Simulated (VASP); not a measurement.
# Hf2N (P4_2/mnm) in VASP: a series of runs, part 2 of 2

VASP 6.6.1. Earlier steps stand in the parts before.

**3. Single point, PBEsol (volume scaled by 0.98, then relaxed in part)**

File INCAR:

```
  ALGO = Normal
  EDIFF = 1E-7
  ENCUT = 520
  GGA = PS
  ISIF = 2
  ISMEAR = -1
  LASPH = True
  LCHARG = False
  LREAL = False
  LWAVE = False
  NBANDS = 34
  NELM = 100
  PREC = Accurate
  SIGMA = 0.15
```

File KPOINTS:

```
k-points
0
Gamma
  8 8 12
```

File POSCAR:

```
Hf2N
1.0
    5.2591214477      0.0000000000      0.0000000000
    0.0000000000      5.2591214477      0.0000000000
    0.0000000000      0.0000000000      3.2081847395
Hf N
4 2
Direct
    0.2950228708      0.2950228708      0.0000000000
    0.7049771292      0.7049771292      0.0000000000
    0.7950228708      0.2049771292      0.5000000000
    0.2049771292      0.7950228708      0.5000000000
    0.0000000000      0.0000000000      0.0000000000
    0.5000000000      0.5000000000      0.5000000000
```

Potentials or basis: VASP PAW PBE potentials, release 64 (Hf_pv, N).

On the command line:

```sh
$ cat potpaw_PBE.64/Hf_pv/POTCAR potpaw_PBE.64/N/POTCAR > POTCAR
$ mpirun -np 1 vasp_std > vasp.out
```

It took 4.2 min on 1 thread of AMD EPYC 9R45 (Zen 5), shared host; peak memory 0.33 GiB.

The run converged. Its results:

```yaml
Free_energy: -67.5749 eV
Pressure: 3.3 GPa
Largest_force: 0.006 eV/Å
Band_gap_on_the_k_mesh: zero (band 25 reaches 7.51 eV, above the bottom of band 26 at 4.75 eV)
```

Forces on the atoms (eV/Å):
```
Hf   0.005  0.005  0.000
Hf  -0.005 -0.005  0.000
Hf   0.005 -0.005  0.000
Hf  -0.005  0.005  0.000
N    0.000  0.000  0.000
N    0.000  0.000  0.000
```

Stress tensor (GPa, compression positive):
```
3.39 0.00 0.00
0.00 3.39 0.00
0.00 0.00 3.20
```

Levels at points of the mesh, in eV from the Fermi level:
```csv
k point,band 23,band 24,band 25,band 26,band 27,band 28
"(0.00, 0.00, 0.00)",-0.06,0.77,1.03,1.13,1.13,1.61
"(0.50, 0.00, 0.00)",-1.12,-1.12,1.47,1.47,1.89,1.89
"(0.50, 0.50, 0.00)",-1.47,-1.47,1.04,1.04,1.53,1.53
"(0.00, 0.00, 0.50)",-1.29,-1.29,-1.29,-1.29,2.21,2.21
"(0.50, 0.00, 0.50)",-1.17,-1.17,-0.98,-0.98,1.80,1.80
"(0.50, 0.50, 0.50)",-0.93,-0.93,-0.53,-0.53,1.35,1.35
```

Caveat: the cell differs from its parent crystal (volume scaled by 0.98, then relaxed in part); the PAW data sets were made with another functional, which shifts forces and pressure a little; spin-orbit coupling is left out, which moves the levels of the heavy elements.

**4. Single point, PBEsol**

This run uses another cell than the first one, of 14.88 Å³/atom, 0.986 times its volume.

File INCAR:

```
PREC = Accurate
ENCUT = 520
EDIFF = 1E-7
ISMEAR = -1
SIGMA = 0.15
LREAL = F
LASPH = T
NELM = 100
ALGO = Normal
ISIF = 2
LWAVE = F
LCHARG = T
GGA = PS
LELF = T
LVHAR = T
NBANDS = 34
```

File KPOINTS:

```
regular mesh
0
Gamma
  8 8 12
```

File POSCAR:

```
Hf2N
1.0
    5.2698655669      0.0000000000      0.0000000000
    0.0000000000      5.2698655669      0.0000000000
    0.0000000000      0.0000000000      3.2140965351
Hf N
4 2
Direct
    0.2951030706      0.2951030706      0.0000000000
    0.7048969294      0.7048969294      0.0000000000
    0.7951030706      0.2048969294      0.5000000000
    0.2048969294      0.7951030706      0.5000000000
    0.0000000000      0.0000000000      0.0000000000
    0.5000000000      0.5000000000      0.5000000000
```

On the command line:

```sh
$ cat potpaw_PBE.64/Hf_pv/POTCAR potpaw_PBE.64/N/POTCAR > POTCAR
$ mpirun -np 1 vasp_std > vasp.out
```

It took 4.8 min on 1 thread of AMD EPYC 9R45 (Zen 5), shared host; peak memory 0.33 GiB.

Results (log left out):

* Free energy: -67.5840 eV
* Pressure: 2.0 GPa
* Largest force: 0.006 eV/Å
* Band gap on the k mesh: zero (band 25 reaches 7.45 eV, above the bottom of band 26 at 4.71 eV)

Forces in eV/Å, atoms in the order of the input:
```
Hf   0.004  0.004  0.000
Hf  -0.004 -0.004  0.000
Hf   0.004 -0.004  0.000
Hf  -0.004  0.004  0.000
N    0.000  0.000  0.000
N    0.000  0.000  0.000
```

Stress tensor (GPa, compression positive):
```
2.08 0.00 0.00
0.00 2.08 0.00
0.00 0.00 1.90
```

Levels at points of the mesh, in eV from the Fermi level:
```
           k point  band 22  band 23  band 24  band 25  band 26  band 27  band 28  band 29
(0.00, 0.00, 0.00)    -2.21    -0.08     0.77     1.03     1.13     1.13     1.60     1.78
(0.50, 0.00, 0.00)    -2.54    -1.11    -1.11     1.45     1.45     1.88     1.88     2.01
(0.50, 0.50, 0.00)    -1.81    -1.46    -1.46     1.04     1.04     1.52     1.52     1.90
(0.00, 0.00, 0.50)    -1.49    -1.29    -1.29    -1.29    -1.29     2.20     2.20     3.76
(0.50, 0.00, 0.50)    -2.02    -1.18    -1.18    -0.97    -0.97     1.79     1.79     3.90
(0.50, 0.50, 0.50)    -1.77    -0.92    -0.92    -0.54    -0.54     1.33     1.33     2.96
```

Caveat: the PAW data sets were made with another functional, which shifts forces and pressure a little; spin-orbit coupling is left out, which moves the levels of the heavy elements.

**5. Single point, PBEsol (volume scaled by 1.02, then relaxed in part)**

File INCAR:

```
  ALGO = Normal
  EDIFF = 1E-6
  ENCUT = 520
  GGA = PS
  ISIF = 2
  ISMEAR = -1
  LASPH = T
  LCHARG = F
  LREAL = F
  LWAVE = F
  NBANDS = 34
  NELM = 100
  PREC = Accurate
  SIGMA = 0.15
```

File KPOINTS:

```
k-points
0
Gamma
  8 8 12
```

File POSCAR:

```
Hf2N
1.0
    5.3325890129      0.0000000000      0.0000000000
    0.0000000000      5.3325890129      0.0000000000
    0.0000000000      0.0000000000      3.2477578237
Hf N
4 2
Direct
    0.2956256527      0.2956256527      0.0000000000
    0.7043743473      0.7043743473      0.0000000000
    0.7956256527      0.2043743473      0.5000000000
    0.2043743473      0.7956256527      0.5000000000
    0.0000000000      0.0000000000      0.0000000000
    0.5000000000      0.5000000000      0.5000000000
```

Potentials or basis: VASP PAW PBE potentials, release 64 (Hf_pv, N).

On the command line:

```sh
$ cat potpaw_PBE.64/Hf_pv/POTCAR potpaw_PBE.64/N/POTCAR > POTCAR
$ mpirun -np 1 vasp_std > vasp.out
```

OUTCAR:

```text
EDIFF = 1E-6
   ENCUT = 520
   GGA = PS
   ISIF = 2
   ISMEAR = -1
   LASPH = T
   LREAL = F
   NELM = 100
   PREC = Accurate

 ion  position               nearest neighbor table
   1  0.296  0.296  0.000-   5 2.23   6 2.24   6 2.24   2 3.08   4 3.16   3 3.16   4 3.16   3 3.16
                             4 3.16   4 3.16   3 3.16   3 3.16   2 3.83   2 3.83
   2  0.704  0.704  0.000-   5 2.23   6 2.24   6 2.24   1 3.08   4 3.16   3 3.16   4 3.16   3 3.16
                             3 3.16   3 3.16   4 3.16   4 3.16   1 3.83   1 3.83
[... 1103 lines left out ...]
  -------------------------------------------------------------------------------------
  Total       -2.7720388     -2.7720388     -2.8696108      0.0000000      0.0000000      0.0000000
  in kB      -48.0894728    -48.0894728    -49.7821580      0.0000000      0.0000000      0.0000000
  external PRESSURE =     -48.6537012 kB  Pullay stress =       0.0000000 kB

 VOLUME and BASIS-vectors are now :
 -----------------------------------------------------------------------------
  energy-cutoff  :      520.00
  volume of cell :       92.35
      direct lattice vectors                 reciprocal lattice vectors
     5.332589013  0.000000000  0.000000000     0.187526171  0.000000000  0.000000000
     0.000000000  5.332589013  0.000000000     0.000000000  0.187526171  0.000000000
     0.000000000  0.000000000  3.247757824     0.000000000  0.000000000  0.307904731

 POSITION                                       TOTAL-FORCE (eV/Angst)
 -----------------------------------------------------------------------------------
      1.57645      1.57645      0.00000         0.005754      0.005754      0.000000
      3.75614      3.75614      0.00000        -0.005754     -0.005754      0.000000
      4.24274      1.08984      1.62388         0.005754     -0.005754      0.000000
      1.08984      4.24274      1.62388        -0.005754      0.005754      0.000000
      0.00000      0.00000      0.00000         0.000000      0.000000      0.000000
      2.66629      2.66629      1.62388         0.000000      0.000000      0.000000
 -----------------------------------------------------------------------------------
    total drift:                               -0.000000      0.000000      0.000000

  FREE ENERGIE OF THE ION-ELECTRON SYSTEM (eV)
  ---------------------------------------------------
  free  energy   TOTEN  =       -67.5559955399 eV

  energy  without entropy=      -67.3674541007  energy(sigma->0) =      -67.46172482
```

Run time: 4.2 min. Hardware: 1 thread of AMD EPYC 9R45 (Zen 5), shared host; peak memory 0.34 GiB.

Results:

```yaml
Free_energy: -67.5560 eV
Pressure: -4.9 GPa
Largest_force: 0.008 eV/Å
Band_gap_on_the_k_mesh: zero (band 25 reaches 7.13 eV, above the bottom of band 26 at 4.49 eV)
```

Forces on the atoms (eV/Å):
```
Hf   0.006  0.006  0.000
Hf  -0.006 -0.006  0.000
Hf   0.006 -0.006  0.000
Hf  -0.006  0.006  0.000
N    0.000  0.000  0.000
N    0.000  0.000  0.000
```

Caveat: the cell differs from its parent crystal (volume scaled by 1.02, then relaxed in part); the PAW data sets were made with another functional, which shifts forces and pressure a little; spin-orbit coupling is left out, which moves the levels of the heavy elements.

**6. The runs side by side**

```csv
cell,k mesh,smearing,gap on the mesh (eV),pressure (GPa),largest force (eV/Å)
"a = 5.296, b = 6.202, c = 3.227 Å, angles 121.4, 90.0, 90.0°, 6 atoms",7 × 6 × 12,gaussian 0.1 eV,none,-1.0,0.02
"a = 5.259, b = 5.259, c = 3.208 Å, 6 atoms",8 × 8 × 12,fermi-dirac 0.15 eV,none,3.3,0.01
"a = 5.270, b = 5.270, c = 3.214 Å, 6 atoms",8 × 8 × 12,fermi-dirac 0.15 eV,none,2.0,0.01
"a = 5.333, b = 5.333, c = 3.248 Å, 6 atoms",8 × 8 × 12,fermi-dirac 0.15 eV,none,-4.9,0.01
```

Alike in all rows: task single point; level PBEsol; potentials or basis VASP PAW PBE potentials, release 64 (Hf_pv, N); no spin polarisation; cutoff (eV) 520.

Caveats: the PAW data sets were made with another functional, which shifts forces and pressure a little; spin-orbit coupling is left out, which moves the levels of the heavy elements.

Absolute energies hang on the potentials; compare differences alone.
